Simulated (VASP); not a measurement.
A run of VASP 6.6.1 is set up as follows.

File INCAR:

```
PREC = Accurate
ENCUT = 500
EDIFF = 1E-7
ISMEAR = -1
SIGMA = 0.05
LREAL = False
LASPH = True
NELM = 120
ALGO = Normal
ISIF = 3
LWAVE = False
LCHARG = False
IBRION = 2
NSW = 60
EDIFFG = -0.03
GGA_COMPAT = False
NELMIN = 4
```

KPOINTS

```
regular mesh
0
Gamma
  11 11 11
```

File POSCAR:

```
W
1.0
    0.0000000000      1.9950000000      1.9950000000
    1.9950000000      0.0000000000      1.9950000000
    1.9950000000      1.9950000000      0.0000000000
W
1
Direct
    0.0000000000      0.0000000000      0.0000000000
```

Potentials or basis: VASP PAW LDA potentials, release 64 (W_sv).

The run is started by

```bash
$ cat potpaw_LDA.64/W_sv/POTCAR > POTCAR
$ mpirun -np 1 vasp_std > vasp.out
```

Problem. Estimate the band gap on the k mesh.

Solution. Zero (bands 7 and 8 overlap by 3.64 eV).

Problem. What does it give for the space group after relaxing (to 0.1 Å)?

Solution. Fm-3m (No. 225).

Problem. Predict the relaxed volume.

Solution. 15.81 Å³/atom.

Problem. What does it give for the relaxed cell?

Solution. a = 2.817 Å, b = 2.817 Å, c = 2.817 Å, α = 60.00°, β = 60.00°, γ = 60.00°.

Final structure:
```
W
1.0
     0.00000    1.99202    1.99202
     1.99202    0.00000    1.99202
     1.99202    1.99202    0.00000
W
1
Direct
  0.00000 0.00000 0.00000
```

Caveat: spin-orbit coupling is left out, which moves the levels of the heavy elements.
